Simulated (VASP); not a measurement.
# Si2W (I4/mmm) in VASP: further runs

The runs below take Si2W through electric field gradients, with PBE.

All numbers are computed with VASP 6.6.1; they aren't measurements. Logs are shortened: lines on timing, memory, paths and dates and some standing lists are left out, and cuts for length are marked.

### Step 1. The cell of the first run

Symmetry: I4/mmm, No. 139, tetragonal system. Conventional cell: a = 3.223 Å, b = 3.223 Å, c = 7.906 Å, α = 90.00°, β = 90.00°, γ = 90.00°. Si (site symmetry 4mm) has 9 Si at 2.63 to 3.22 Å and 5 W at 2.63 Å within 3.5 Å. W (site symmetry 4/mmm) has 10 Si at 2.63 Å and 4 W at 3.22 Å within 3.5 Å.

### Step 2. Electric field gradients, PBE (13.69 Å³/atom)

INCAR

```
SYSTEM = Si2W
PREC = Accurate
ENCUT = 520
EDIFF = 1E-8
ISMEAR = -1
SIGMA = 0.05
LREAL = .False.
LASPH = .True.
NELM = 100
ALGO = Normal
ISIF = 2
LWAVE = .False.
LCHARG = .False.
GGA = PE
LEFG = .True.
ISYM = 0
NBANDS = 18
```

KPOINTS

```
regular mesh
0
Gamma
  11 11 14
  0 0 0
```

POSCAR

```
Si2W
1.0
   -1.6113355874      1.6113355874      3.9530897972
    1.6113355874     -1.6113355874      3.9530897972
    1.6113355874      1.6113355874     -3.9530897972
Si W
2 1
Direct
    0.3330000000      0.3330000000      0.0000000000
    0.6670000000      0.6670000000      0.0000000000
    0.0000000000      0.0000000000      0.0000000000
```

Potentials or basis: VASP PAW PBE potentials, release 64 (Si, W_sv).

Started as:

```bash
> cat potpaw_PBE.64/Si/POTCAR potpaw_PBE.64/W_sv/POTCAR > POTCAR
> mpirun -np 1 vasp_std > vasp.out
```

OUTCAR:

```text
SYSTEM = Si2W
   PREC = Accurate
   ENCUT = 520
   EDIFF = 1E-8
   ISMEAR = -1
   LREAL = .False.
   LASPH = .True.
   NELM = 100
   ISIF = 2
   GGA = PE
   ISYM = 0

 ion  position               nearest neighbor table
   1  0.333  0.333  0.000-   2 2.63   2 2.63   2 2.63   2 2.63   3 2.63   3 2.63   3 2.63   3 2.63
                             3 2.63   2 2.64
   2  0.667  0.667  0.000-   1 2.63   1 2.63   1 2.63   1 2.63   3 2.63   3 2.63   3 2.63   3 2.63
                             3 2.63   1 2.64
   3  0.000  0.000  0.000-   1 2.63   2 2.63   2 2.63   1 2.63   2 2.63   2 2.63   2 2.63   1 2.63
                             1 2.63   1 2.63

IMPORTANT INFORMATION: All symmetrisations will be switched off!
NOSYMM: (Re-)initialisation of all symmetry stuff for point group C_1.

----------------------------------------------------------------------------------------

                                     Primitive cell

  volume of cell :      41.0552

  direct lattice vectors                    reciprocal lattice vectors
    -1.611335587  1.611335587  3.953089797     0.000000000  0.310301593  0.126483340
     1.611335587 -1.611335587  3.953089797     0.310301593  0.000000000  0.126483340
     1.611335587  1.611335587 -3.953089797     0.310301593  0.310301593  0.000000000

  length of vectors
     4.562863541  4.562863541  4.562863541     0.335089710  0.335089710  0.438832722

  position of ions in fractional coordinates (direct lattice)
     0.333000000  0.333000000  0.000000000
     0.667000000  0.667000000  0.000000000
     0.000000000  0.000000000  0.000000000

  ion indices of the primitive-cell ions
   primitive index   ion index
                 1           1
                 2           2
                 3           3

----------------------------------------------------------------------------------------

 KPOINTS: regular mesh

Automatic generation of k-mesh.
 Grid dimensions read from file:
 generate k-points for:   11   11   14

 Generating k-lattice:

  Cartesian coordinates                     Fractional coordinates (reciprocal lattice)
     0.000000000  0.028209236  0.011498485     0.090909091  0.000000000 -0.000000000
     0.028209236  0.000000000  0.011498485     0.000000000  0.090909091 -0.000000000
     0.022164400  0.022164400  0.000000000     0.000000000  0.000000000  0.071428571

  Length of vectors
     0.030462701  0.030462701  0.031345194

  Shift w.r.t. Gamma in fractional coordinates (k-lattice)
     0.000000000  0.000000000  0.000000000

 -----------------------------------------------------------------------------
|                                                                             |
|           W    W    AA    RRRRR   N    N  II  N    N   GGGG   !!!           |
|           W    W   A  A   R    R  NN   N  II  NN   N  G    G  !!!           |
|           W    W  A    A  R    R  N N  N  II  N N  N  G       !!!           |
|           W WW W  AAAAAA  RRRRR   N  N N  II  N  N N  G  GGG   !            |
|           WW  WW  A    A  R   R   N   NN  II  N   NN  G    G                |
|           W    W  A    A  R    R  N    N  II  N    N   GGGG   !!!           |
|                                                                             |
|     Your reciprocal lattice and k-lattice belong to different lattice       |
|     classes:                                                                |
|                                                                             |
|        The reciprocal lattice is body-centered tetragonal,                  |
|        whereas your k-lattice is base-centered monoclinic.                  |
|                                                                             |
|     Results are often still useful ...                                      |
|                                                                             |
 -----------------------------------------------------------------------------

 WARNING: IBZKPT: internal override: KBLOWUP is changed to .FALSE.
      ... skipping the blow-up phase ...

 Subroutine IBZKPT returns following result:
 ===========================================

 Found    848 irreducible k-points:

 Following reciprocal coordinates:
            Coordinates               Weight
  0.000000  0.000000  0.000000      1.000000
  0.090909  0.000000  0.000000      2.000000
  0.181818 -0.000000  0.000000      2.000000
  0.272727  0.000000 -0.000000      2.000000
  0.363636 -0.000000  0.000000      2.000000
  0.454545  0.000000 -0.000000      2.000000
[... 16 lines left out ...]
  0.454545  0.181818 -0.000000      2.000000
 -0.454545  0.181818  0.000000      2.000000
 [... further k-points ...]
   k-points           NKPTS =    848   k-points in BZ     NKDIM =    848   number of bands    NBANDS=     18
   number of dos      NEDOS =    301   number of ions     NIONS =      3
   total plane-waves  NPLWV =  46656
   dimension x,y,z NGX =    36 NGY =   36 NGZ =   36
   dimension x,y,z NGXF=    72 NGYF=   72 NGZF=   72
   ions per type =               2   1
   NGX,Y,Z   is equivalent  to a cutoff of  13.12, 13.12, 13.12 a.u.
   NGXF,Y,Z  is equivalent  to a cutoff of  26.23, 26.23, 26.23 a.u.
 SYSTEM =  Si2W
   PREC   = accura    normal or accurate (medium, high low for compatibility)
   ISTART =      0    job   : 0-new  1-cont  2-samecut
   ICHARG =      2    charge: 1-file 2-atom 10-const
   ISPIN  =      1    spin polarized calculation?
   LNONCOLLINEAR =      F non collinear calculations
   LSORBIT =      F    spin-orbit coupling
   LASPH  =      T    aspherical Exc in radial PAW
   ENCUT  =  520.0 eV  38.22 Ry    6.18 a.u.   8.48  8.48  8.48*2*pi/ulx,y,z
   NELM   =    100;   NELMIN=  2; NELMDL= -5     # of ELM steps
   EDIFF  = 0.1E-07   stopping-criterion for ELM
   LREAL  =      F    real-space projection
   EDIFFG = 0.1E-06   stopping-criterion for IOM
   NSW    =      0    number of steps for IOM
   IBRION =     -1    ionic relax: 0-MD 1-quasi-New 2-CG
   NFREE  =      0    steps in history (QN), initial steepest desc. (CG)
   ISIF   =      2    stress and relaxation
   ISYM   =      0    0-nonsym 1-usesym 2-fastsym
   POTIM  = 0.5000    time-step for ionic-motion
   TEBEG  =    0.0;   TEEND  =   0.0 temperature during run
   PSTRESS=    0.0 pullay stress
   NELECT =      22.0000    total number of electrons
   NUPDOWN=      -1.0000    fix difference up-down
   EMIN   =  10.00;   EMAX   =-10.00  energy-range for DOS
   EFERMI =   0.00;   METHOD = LEGACY
   ISMEAR =    -1;   SIGMA  =   0.05  broadening in eV -4-tet -1-fermi 0-gaus
   EFERMI_NEDOS =   21; number of points for ismear=-14 and -15
   IALGO  =     38    algorithm
   IMIX   =      4    mixing-type and parameters
     AMIX     =   0.40;   BMIX     =  1.00
     AMIX_MAG =   1.60;   BMIX_MAG =  1.00
  volume/ion in A,a.u.               =      13.69        92.35
  Fermi-wavevector in a.u.,A,eV,Ry     =   1.329718  2.512802 24.057136  1.768150
  Thomas-Fermi vector in A             =   2.458859
   LORBIT       =      0    0 simple, 1 ext, 2 COOP (PROOUT), +10 PAW based schemes
   GGA     = PE    functional components
   LHFCALC =     F    Hartree Fock is set to
   AEXX    =    0.0000 exact exchange contribution
   IVDW    =     0    specifies the selected vdW correction
   LEPSILON=     F    determine dielectric tensor
   LRPA    =     F    only Hartree local field effects (RPA)
 non-spin polarized calculation
  energy-cutoff  :      520.00
  volume of cell :       41.06
 maximum number of plane-waves:      1134
 NGX is ok and might be reduce to    36
   NGX = 17   NGY = 17   NGZ = 17

 number of electron      22.0000000 magnetization

 Free energy of the ion-electron system (eV)
  ---------------------------------------------------
  ext. energy  EPLUGINS =         0.00000000
  ---------------------------------------------------
  free energy    TOTEN  =       -24.81146899 eV

  energy without entropy =      -24.80922205  energy(sigma->0) =      -24.81034552

 E-fermi :  11.7778     XC(G=0): -12.4582

 val. band max:       11.7662861659   @ k =  -0.1818  -0.2727   0.2857
 cond. band min:      11.7829345459   @ k =   0.3636  -0.3636   0.4286
 fundamental gap:      0.0166483800
 Fermi energy:        11.7777576648

 k-point     1 :       0.0000    0.0000    0.0000
  band No.  band energies     occupation
      1     -62.1429      2.00000
      2     -26.4011      2.00000
      3     -26.3640      2.00000
      4     -26.3640      2.00000
      5      -2.2216      2.00000
      6       5.0166      2.00000
[... 10 lines left out ...]
     17      17.2563      0.00000
     18      17.2566      0.00000

 k-point     2 :       0.0909    0.0000    0.0000
  band No.  band energies     occupation
      1     -62.1424      2.00000
      2     -26.3998      2.00000
      3     -26.3807      2.00000
      4     -26.3625      2.00000
      5      -2.0663      2.00000
      6       5.0210      2.00000
[... 10 lines left out ...]
     17      17.3028      0.00000
     18      17.8218      0.00000

 k-point     3 :       0.1818   -0.0000    0.0000
  band No.  band energies     occupation
      1     -62.1409      2.00000
      2     -26.4254      2.00000
      3     -26.3963      2.00000
      4     -26.3584      2.00000
      5      -1.6094      2.00000
      6       4.9533      2.00000
[... 10 lines left out ...]
     17      17.8557      0.00000
     18      19.0957      0.00000

 k-point     4 :       0.2727    0.0000   -0.0000
  band No.  band energies     occupation
      1     -62.1389      2.00000
      2     -26.4834      2.00000
      3     -26.3918      2.00000
      4     -26.3531      2.00000
      5      -0.8769      2.00000
      6       4.5283      2.00000
[... 375 lines left out ...]
      4     -26.3829      2.00000
      5       0.8382      2.00000
      6       3.4844      2.00000
[... 10 lines left out ...]
     17      18.8316      0.00000
     18      20.1556      0.00000

 k-point    23 :       0.4545    0.1818   -0.0000
  band No.  band energies     occupation
      1     -62.1338      2.00000
      2     -26.5588      2.00000
      3     -26.4037      2.00000
      4     -26.3794      2.00000
      5       1.9116      2.00000
      6       2.4736      2.00000
[... 10 lines left out ...]
     17      18.9884      0.00000
     18      20.5783      0.00000

 k-point    24 :      -0.4545    0.1818    0.0000
  band No.  band energies     occupation
      1     -62.1339      2.00000
      2     -26.5587      2.00000
      3     -26.4036      2.00000
      4     -26.3784      2.00000
      5       1.3292      2.00000
      6       3.0690      2.00000
[... 10 lines left out ...]
     17      18.8329      0.00000
     18      20.0526      0.00000

 [... further k-points ...]

------------------------ aborting loop because EDIFF is reached ----------------------------------------

  FORCE on cell =-STRESS in cart. coord.  units (eV):
  Direction    XX          YY          ZZ          XY          YZ          ZX
  --------------------------------------------------------------------------------------
  -------------------------------------------------------------------------------------
  Total        0.1196494      0.1196494     -0.6002142      0.0123844      0.0007916      0.0007916
  in kB        4.6693080      4.6693072    -23.4233044      0.4832994      0.0308913      0.0308919
  external PRESSURE =      -4.6948964 kB  Pullay stress =       0.0000000 kB

 VOLUME and BASIS-vectors are now :
 -----------------------------------------------------------------------------
  energy-cutoff  :      520.00
  volume of cell :       41.06
      direct lattice vectors                 reciprocal lattice vectors
    -1.611335587  1.611335587  3.953089797     0.000000000  0.310301593  0.126483340
     1.611335587 -1.611335587  3.953089797     0.310301593  0.000000000  0.126483340
     1.611335587  1.611335587 -3.953089797     0.310301593  0.310301593  0.000000000

 POSITION                                       TOTAL-FORCE (eV/Angst)
 -----------------------------------------------------------------------------------
      0.00000      0.00000      2.63276        -0.000506     -0.000506      0.231132
      0.00000      0.00000      5.27342         0.000506      0.000506     -0.231132
      0.00000      0.00000      0.00000        -0.000000     -0.000000      0.000000
 -----------------------------------------------------------------------------------
    total drift:                               -0.000000     -0.000000      0.000000

  FREE ENERGIE OF THE ION-ELECTRON SYSTEM (eV)
  ---------------------------------------------------
  free  energy   TOTEN  =       -24.8114689908 eV

  energy  without entropy=      -24.8092220483  energy(sigma->0) =      -24.81034552

 Electric field gradients (V/A^2)
---------------------------------------------------------------------
 ion       V_xx      V_yy      V_zz      V_xy      V_xz      V_yz
---------------------------------------------------------------------
   1       4.429     4.429    -8.857     0.071     0.000     0.000
   2       4.429     4.429    -8.857     0.071     0.000     0.000
   3      61.466    61.466  -122.932     0.034     0.048     0.048
---------------------------------------------------------------------

 Electric field gradients after diagonalization (V/A^2)
 (convention: |V_zz| > |V_xx| > |V_yy|)
----------------------------------------------------------------------
 ion       V_xx      V_yy      V_zz     asymmetry (V_yy - V_xx)/ V_zz
----------------------------------------------------------------------
   1       4.499     4.358    -8.857       0.016
   2       4.499     4.358    -8.857       0.016
   3      61.500    61.432  -122.932       0.001
----------------------------------------------------------------------

           NMR quadrupolar parameters

 Cq : quadrupolar parameter    Cq=e*Q*V_zz/h
 eta: asymmetry parameters     (V_yy - V_xx)/ V_zz
 Q  : nuclear electric quadrupole moment in mb (millibarn)
----------------------------------------------------------------------
 ion       Cq(MHz)       eta       Q (mb)
----------------------------------------------------------------------
   1      -0.021       0.016       1.000
   2      -0.021       0.016       1.000
   3      -0.297       0.001       1.000
----------------------------------------------------------------------
```

Wall time 5.5 min (1 thread of Intel Xeon 6975P-C (Granite Rapids), shared host); peak memory 0.68 GiB.

What came out:

```yaml
Free_energy: -24.8115 eV
Pressure: -0.5 GPa
Largest_force: 0.231 eV/Å
Band_gap_on_the_k_mesh: zero (bands 11 and 12 overlap by 1.23 eV)
Largest_electric_field_gradient_by_atom: Si -8.9; W -122.9 V/Å²
```

Forces on the atoms (eV/Å):
```
Si  -0.001 -0.001  0.231
Si   0.001  0.001 -0.231
W    0.000  0.000  0.000
```

Electric field gradients, principal values (V/Å²):
```tsv
atom	least	middle	greatest (by size)
1 Si	4.358	4.499	-8.857
2 Si	4.358	4.499	-8.857
3 W	61.432	61.500	-122.932
```

Caveat: without QUAD_EFG the Cq values of the log hold for a quadrupole moment of 1 mb, not for the nuclei; spin-orbit coupling is left out, which moves the levels of the heavy elements.

[end of part 1 of 2]
